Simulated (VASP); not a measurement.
**KMgF3: single point with r2SCAN+D3(BJ)**

KMgF3:

```
CELL_PARAMETERS angstrom
3.98590 0.00000 0.00000
0.00000 3.98590 0.00000
0.00000 0.00000 3.98590
ATOMIC_POSITIONS crystal
K 0.50000 0.50000 0.50000
Mg 0.00000 0.00000 0.00000
F 0.00000 0.00000 0.50000
F 0.00000 0.50000 0.00000
F 0.50000 0.00000 0.00000
```

```json
{
  "Program": "VASP 6.6.1",
  "Task": "single point",
  "Functional": "r2SCAN",
  "Dispersion": "D3(BJ)",
  "Potentials or basis": "VASP PAW PBE potentials, release 64 (K_sv, Mg, F)",
  "Cutoff": "520 eV",
  "k mesh": "7 × 7 × 7",
  "Occupations": "fermi-dirac, width 0.05 eV",
  "Spin": "no spin polarisation",
  "Dipole correction": "no",
  "Further INCAR settings": "ALGO = Normal; EDIFF = 1e-07; NBANDS = 24"
}
```

* Pressure: -2.0 GPa
* Band gap on the k mesh: 8.28 eV (least direct gap 8.57 eV)
* Dispersion energy per atom: -0.079 eV

Levels at points of the mesh, in eV from the valence-band top:
| k point | band 14 | band 15 | band 16 | band 17 | band 18 | band 19 |
| --- | --- | --- | --- | --- | --- | --- |
| (0.00, 0.00, 0.00) | -0.29 | -0.29 | -0.29 | 8.28 | 10.87 | 10.87 |

It took 3.5 min on 1 thread of Intel Xeon 8259CL, with other jobs on the host, peak memory 0.19 GiB.

Caveat: three body term missing; the PAW data sets were made with another functional, which shifts forces and pressure a little; an odd mesh through Γ misses points on the zone boundary, where band edges can lie.
